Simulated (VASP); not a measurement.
# Al3GaN4 (Pm) in VASP: single point with r2SCAN

Aim: the single point of Al3GaN4 with r2SCAN.

Everything below comes from runs of VASP 6.6.1. Logs are shortened: lines on timing, memory, paths and dates and some standing lists are left out, and cuts for length are marked.

**1. The cell of the first run**

Symmetry: Pm, No. 6, monoclinic system. The conventional cell has a = 5.038 Å, b = 3.125 Å, c = 5.410 Å, α = 90.00°, β = 90.04°, γ = 90.00°. Within 2.5 Å of Al (site symmetry m) lie 4 N at 1.88 to 1.90 Å. Al (site symmetry m) has 4 N at 1.89 to 1.90 Å within 2.5 Å. Within 2.5 Å of Al (site symmetry m) lie 4 N at 1.89 to 1.90 Å. Ga (site symmetry m) has 4 N at 1.93 to 1.96 Å within 2.6 Å. N (site symmetry m) has 3 Al at 1.89 Å and 1 Ga at 1.96 Å within 2.5 Å. N (site symmetry m) has 4 Al at 1.90 Å within 2.5 Å. N (site symmetry m) has 2 Al at 1.88 to 1.89 Å and 2 Ga at 1.93 Å within 2.5 Å. Within 2.5 Å of N (site symmetry m) lie 3 Al at 1.89 to 1.90 Å and 1 Ga at 1.94 Å.

**2. Single point, r2SCAN**

The input, POSCAR:

```
Al3GaN4
1.0
    5.0381684994      0.0000000000      0.0000034344
    0.0000000000      3.1249684779      0.0000000000
   -0.0033526400      0.0000000000      5.4104366300
Al Ga N
3 1 4
Direct
    0.5002494133      0.5000000000      0.1672663413
    0.0006703331      0.5000000000      0.8349131030
    0.0010047830      0.0000000000      0.3316322895
    0.4994873078      0.0000000000      0.6662044766
    0.1106972259      0.0000000000      0.6663160725
    0.1226670622      0.5000000000      0.1671271754
    0.6254040147      0.5000000000      0.8406786883
    0.6234188599      0.0000000000      0.3258628534
```

The input, INCAR.step1:

```
SYSTEM = Al3GaN4
PREC = Accurate
ENCUT = 520
ISMEAR = -1
SIGMA = 0.02
LREAL = .False.
LASPH = .True.
NELM = 80
NBANDS = 31
GGA = PE
ALGO = Normal
EDIFF = 1E-4
LWAVE = .True.
LCHARG = .False.
```

The input, INCAR.step2:

```
SYSTEM = Al3GaN4
PREC = Accurate
ENCUT = 520
EDIFF = 1E-6
ISMEAR = -1
SIGMA = 0.02
LREAL = .False.
LASPH = .True.
NELM = 80
ALGO = Normal
ISIF = 2
LWAVE = .False.
LCHARG = .False.
METAGGA = R2SCAN
LMIXTAU = .True.
NBANDS = 31
ISTART = 1
```

The input, KPOINTS:

```
regular mesh
0
Gamma
  4 8 4
  0 0 0
```

Potentials or basis: VASP PAW PBE potentials, release 64 (Al, Ga_d, N).

The run is started by

```
$ cat potpaw_PBE.64/Al/POTCAR potpaw_PBE.64/Ga_d/POTCAR potpaw_PBE.64/N/POTCAR > POTCAR
$ cp INCAR.step1 INCAR
$ mpirun -np 1 vasp_std > vasp.out
$ cp INCAR.step2 INCAR
$ mpirun -np 1 vasp_std > vasp.out
```

OUTCAR:

```text
SYSTEM = Al3GaN4
   PREC = Accurate
   ENCUT = 520
   EDIFF = 1E-6
   ISMEAR = -1
   LREAL = .False.
   LASPH = .True.
   NELM = 80
   ISIF = 2
   METAGGA = R2SCAN
   ISTART = 1

 ion  position               nearest neighbor table
   1  0.500  0.500  0.167-   7 1.88   8 1.89   8 1.89   6 1.90   3 3.09   3 3.09   2 3.09   3 3.10
                             3 3.10   2 3.10   4 3.12   4 3.12   4 3.13   4 3.13
   2  0.001  0.500  0.835-   7 1.89   5 1.89   5 1.89   6 1.90   1 3.09   4 3.10   4 3.10   1 3.10
                             4 3.11   4 3.11   3 3.11   3 3.11   3 3.14   3 3.14
   3  0.001  0.000  0.332-   5 1.89   6 1.90   6 1.90   8 1.90   1 3.09   1 3.09   4 3.09   1 3.10
                             1 3.10   2 3.11   2 3.11   4 3.11   2 3.14   2 3.14
   4  0.499  0.000  0.666-   7 1.93   7 1.93   8 1.94   5 1.96   3 3.09   2 3.10   2 3.10   2 3.11
                             2 3.11   3 3.11   1 3.12   1 3.12   1 3.13   1 3.13
   5  0.111  0.000  0.666-   2 1.89   2 1.89   3 1.89   4 1.96
   6  0.123  0.500  0.167-   2 1.90   3 1.90   3 1.90   1 1.90
   7  0.625  0.500  0.841-   1 1.88   2 1.89   4 1.93   4 1.93
   8  0.623  0.000  0.326-   1 1.89   1 1.89   3 1.90   4 1.94

  LATTYP: Found a simple monoclinic cell.
 ALAT       =     5.0381684994
 B/A-ratio  =     0.6202588259
 C/A-ratio  =     1.0738897815
 COS(beta)  =    -0.0006189798

  Lattice vectors:

 A1 = (   5.0381684994,   0.0000000000,   0.0000034344)
 A2 = (   0.0000000000,   3.1249684779,   0.0000000000)
 A3 = (  -0.0033526400,   0.0000000000,   5.4104366300)

Analysis of symmetry for initial positions (statically):
=====================================================================
 Subroutine PRICEL returns:
 Original cell was already a primitive cell.

 Routine SETGRP: Setting up the symmetry group for a
 simple monoclinic supercell.

 Subroutine GETGRP returns: Found  2 space group operations
 (whereof  2 operations were pure point group operations)
 out of a pool of  4 trial point group operations.

The static configuration has the point symmetry C_1h.

Analysis of symmetry for dynamics (positions and initial velocities):
=====================================================================
 Subroutine PRICEL returns:
 Original cell was already a primitive cell.

 Routine SETGRP: Setting up the symmetry group for a
 simple monoclinic supercell.

 Subroutine GETGRP returns: Found  2 space group operations
 (whereof  2 operations were pure point group operations)
 out of a pool of  4 trial point group operations.

The dynamic configuration has the point symmetry C_1h.

 Subroutine INISYM returns: Found  2 space group operations
 (whereof  2 operations are pure point group operations),
 and found     1 'primitive' translations

----------------------------------------------------------------------------------------

                                     Primitive cell

  volume of cell :      85.1826

  direct lattice vectors                    reciprocal lattice vectors
     5.038168499  0.000000000  0.000003434     0.198484826  0.000000000  0.000122993
     0.000000000  3.124968478  0.000000000     0.000000000  0.320003228  0.000000000
    -0.003352640  0.000000000  5.410436630    -0.000000126  0.000000000  0.184827966

  length of vectors
     5.038168499  3.124968478  5.410437669     0.198484864  0.320003228  0.184827966

  position of ions in fractional coordinates (direct lattice)
     0.500249413  0.500000000  0.167266341
     0.000670333  0.500000000  0.834913103
     0.001004783  0.000000000  0.331632289
     0.499487308  0.000000000  0.666204477
     0.110697226  0.000000000  0.666316073
     0.122667062  0.500000000  0.167127175
     0.625404015  0.500000000  0.840678688
     0.623418860  0.000000000  0.325862853

  ion indices of the primitive-cell ions
   primitive index   ion index
                 1           1
                 2           2
                 3           3
                 4           4
                 5           5
                 6           6
                 7           7
                 8           8

----------------------------------------------------------------------------------------

 KPOINTS: regular mesh

Automatic generation of k-mesh.
 Grid dimensions read from file:
 generate k-points for:    4    8    4

 Generating k-lattice:

  Cartesian coordinates                     Fractional coordinates (reciprocal lattice)
     0.049621207  0.000000000  0.000030748     0.250000000  0.000000000  0.000000000
     0.000000000  0.040000403  0.000000000     0.000000000  0.125000000  0.000000000
    -0.000000031  0.000000000  0.046206992     0.000000000  0.000000000  0.250000000

  Length of vectors
     0.049621216  0.040000403  0.046206992

  Shift w.r.t. Gamma in fractional coordinates (k-lattice)
     0.000000000  0.000000000  0.000000000

 Subroutine IBZKPT returns following result:
 ===========================================

 Found     50 irreducible k-points:

 Following reciprocal coordinates:
            Coordinates               Weight
  0.000000  0.000000  0.000000      1.000000
  0.250000  0.000000  0.000000      2.000000
  0.500000  0.000000  0.000000      1.000000
  0.000000  0.125000  0.000000      2.000000
  0.250000  0.125000  0.000000      4.000000
  0.500000  0.125000  0.000000      2.000000
[... 16 lines left out ...]
 -0.250000  0.125000  0.250000      4.000000
  0.000000  0.250000  0.250000      4.000000
 [... further k-points ...]
   k-points           NKPTS =     50   k-points in BZ     NKDIM =     50   number of bands    NBANDS=     31
   number of dos      NEDOS =    301   number of ions     NIONS =      8
   total plane-waves  NPLWV =  38400
   dimension x,y,z NGX =    40 NGY =   24 NGZ =   40
   dimension x,y,z NGXF=    80 NGYF=   48 NGZF=   80
   ions per type =               3   1   4
   NGX,Y,Z   is equivalent  to a cutoff of  13.20, 12.77, 12.29 a.u.
   NGXF,Y,Z  is equivalent  to a cutoff of  26.40, 25.54, 24.58 a.u.
 SYSTEM =  Al3GaN4
   PREC   = accura    normal or accurate (medium, high low for compatibility)
   ISTART =      1    job   : 0-new  1-cont  2-samecut
   ICHARG =      0    charge: 1-file 2-atom 10-const
   ISPIN  =      1    spin polarized calculation?
   LNONCOLLINEAR =      F non collinear calculations
   LSORBIT =      F    spin-orbit coupling
   LASPH  =      T    aspherical Exc in radial PAW
   ENCUT  =  520.0 eV  38.22 Ry    6.18 a.u.   9.37  5.81 10.06*2*pi/ulx,y,z
   NELM   =     80;   NELMIN=  2; NELMDL=  0     # of ELM steps
   EDIFF  = 0.1E-05   stopping-criterion for ELM
   LREAL  =      F    real-space projection
[... 7 lines left out ...]
   TEBEG  =    0.0;   TEEND  =   0.0 temperature during run
   PSTRESS=    0.0 pullay stress
   NELECT =      42.0000    total number of electrons
   NUPDOWN=      -1.0000    fix difference up-down
   EMIN   =  10.00;   EMAX   =-10.00  energy-range for DOS
   EFERMI =   0.00;   METHOD = LEGACY
   ISMEAR =    -1;   SIGMA  =   0.02  broadening in eV -4-tet -1-fermi 0-gaus
   EFERMI_NEDOS =   21; number of points for ismear=-14 and -15
   IALGO  =     38    algorithm
   IMIX   =      4    mixing-type and parameters
     AMIX     =   0.40;   BMIX     =  1.00
     AMIX_MAG =   1.60;   BMIX_MAG =  1.00
  volume/ion in A,a.u.               =      10.65        71.86
  Fermi-wavevector in a.u.,A,eV,Ry     =   1.293325  2.444030 22.758327  1.672690
  Thomas-Fermi vector in A             =   2.424978
   LORBIT       =      0    0 simple, 1 ext, 2 COOP (PROOUT), +10 PAW based schemes
   METAGGA = R2SCAN    functional components
   LHFCALC =     F    Hartree Fock is set to
   AEXX    =    0.0000 exact exchange contribution
   IVDW    =     0    specifies the selected vdW correction
   LEPSILON=     F    determine dielectric tensor
   LRPA    =     F    only Hartree local field effects (RPA)
 non-spin polarized calculation
  energy-cutoff  :      520.00
  volume of cell :       85.18
 maximum number of plane-waves:      2322
 NGX is ok and might be reduce to    40
   NGX = 19   NGY = 11   NGZ = 21

 number of electron      41.9999992 magnetization

 Free energy of the ion-electron system (eV)
  ---------------------------------------------------
  ext. energy  EPLUGINS =         0.00000000
  ---------------------------------------------------
  free energy    TOTEN  =       -79.56037069 eV

  energy without entropy =      -79.56037069  energy(sigma->0) =      -79.56037069

 E-fermi :   6.1113     XC(G=0): -11.7489

 val. band max:        5.6577247764   @ k =   0.0000   0.0000   0.0000
 cond. band min:       9.8200370896   @ k =   0.0000   0.0000   0.0000
 fundamental gap:      4.1623123131
 Fermi energy:         6.1113498084

 k-point     1 :       0.0000    0.0000    0.0000
  band No.  band energies     occupation
      1     -10.5020      2.00000
      2      -9.0261      2.00000
      3      -8.9879      2.00000
      4      -8.1743      2.00000
      5      -7.5236      2.00000
      6      -7.4144      2.00000
[... 23 lines left out ...]
     30      17.5678      0.00000
     31      17.6347      0.00000

 k-point     2 :       0.2500    0.0000    0.0000
  band No.  band energies     occupation
      1     -10.2862      2.00000
      2      -9.1550      2.00000
      3      -8.9684      2.00000
      4      -8.2779      2.00000
      5      -7.5241      2.00000
      6      -7.4198      2.00000
[... 23 lines left out ...]
     30      17.4415      0.00000
     31      17.6495      0.00000

 k-point     3 :       0.5000    0.0000    0.0000
  band No.  band energies     occupation
      1      -9.8409      2.00000
      2      -9.5761      2.00000
      3      -8.9285      2.00000
      4      -8.3435      2.00000
      5      -7.5245      2.00000
      6      -7.4268      2.00000
[... 703 lines left out ...]
     30      16.8796      0.00000
     31      17.6717      0.00000

 k-point    24 :       0.0000    0.2500    0.2500
  band No.  band energies     occupation
      1      -9.8352      2.00000
      2      -9.0703      2.00000
      3      -8.7610      2.00000
      4      -8.1640      2.00000
      5      -7.4190      2.00000
      6      -7.3848      2.00000
[... 23 lines left out ...]
     30      17.1085      0.00000
     31      18.0029      0.00000

 [... further k-points ...]
[... 5 lines left out ...]
  --------------------------------------------------------------------------------------
  -------------------------------------------------------------------------------------
  Total        0.0126550     -0.0003822      0.0072224      0.0000000      0.0000000     -0.0012013
  in kB        0.2380249     -0.0071893      0.1358450      0.0000000      0.0000000     -0.0225942
  external PRESSURE =       0.1222269 kB  Pullay stress =       0.0000000 kB

 VOLUME and BASIS-vectors are now :
 -----------------------------------------------------------------------------
  energy-cutoff  :      520.00
  volume of cell :       85.18
      direct lattice vectors                 reciprocal lattice vectors
     5.038168499  0.000000000  0.000003434     0.198484826  0.000000000  0.000122993
     0.000000000  3.124968478  0.000000000     0.000000000  0.320003228  0.000000000
    -0.003352640  0.000000000  5.410436630    -0.000000126  0.000000000  0.184827966

 POSITION                                       TOTAL-FORCE (eV/Angst)
 -----------------------------------------------------------------------------------
      2.51978      1.56248      0.90499         0.003777      0.000000     -0.000503
      0.00058      1.56248      4.51724        -0.003394      0.000000      0.002535
      0.00395      0.00000      1.79428        -0.000361      0.000000     -0.000957
      2.51427      0.00000      3.60446         0.004627      0.000000     -0.009308
      0.55548      0.00000      3.60506        -0.073293      0.000000      0.000819
      0.61746      1.56248      0.90423         0.000103      0.000000      0.000868
      3.14807      1.56248      4.54844         0.048048      0.000000      0.078324
      3.13980      0.00000      1.76306         0.020493      0.000000     -0.071777
 -----------------------------------------------------------------------------------
    total drift:                                0.050478     -0.000000     -0.007085

  FREE ENERGIE OF THE ION-ELECTRON SYSTEM (eV)
  ---------------------------------------------------
  free  energy   TOTEN  =       -79.5603706852 eV

  energy  without entropy=      -79.5603706852  energy(sigma->0) =      -79.56037069
```

Wall time 9.1 min (1 thread of AMD EPYC 7R13, shared host); peak memory 0.25 GiB.

Results:

| Item | Value |
| --- | --- |
| Free energy | -79.5604 eV |
| Pressure | 0.0 GPa |
| Largest force | 0.092 eV/Å |
| Band gap on the k mesh | 4.16 eV, direct |

Forces in eV/Å, atoms in the order of the input:
```
Al   0.004  0.000 -0.001
Al  -0.003  0.000  0.003
Al   0.000  0.000 -0.001
Ga   0.005  0.000 -0.009
N   -0.073  0.000  0.001
N    0.000  0.000  0.001
N    0.048  0.000  0.078
N    0.020  0.000 -0.072
```

Levels at points of the mesh, in eV from the valence-band top:
```tsv
k point	band 19	band 20	band 21	band 22	band 23	band 24
(0.00, 0.00, 0.00)	-0.09	-0.01	0.00	4.16	6.23	6.60
(0.50, 0.00, 0.00)	-0.70	-0.32	-0.26	5.54	5.93	6.40
(0.00, 0.50, 0.00)	-1.84	-1.57	-1.52	6.35	6.37	8.39
(0.50, 0.50, 0.00)	-1.21	-1.19	-0.88	6.85	7.23	7.25
(0.00, 0.00, 0.50)	-0.59	-0.40	-0.19	6.19	6.54	7.79
(0.50, 0.00, 0.50)	-1.19	-1.17	-0.72	6.58	6.87	7.09
(0.00, 0.50, 0.50)	-1.86	-0.82	-0.65	5.94	6.31	6.52
(0.50, 0.50, 0.50)	-1.47	-1.42	-1.19	5.40	5.83	5.87
```

Caveat: the PAW data sets were made with another functional, which shifts forces and pressure a little. r2SCAN opens gaps a little over a GGA but as a rule still falls short of measured ones.
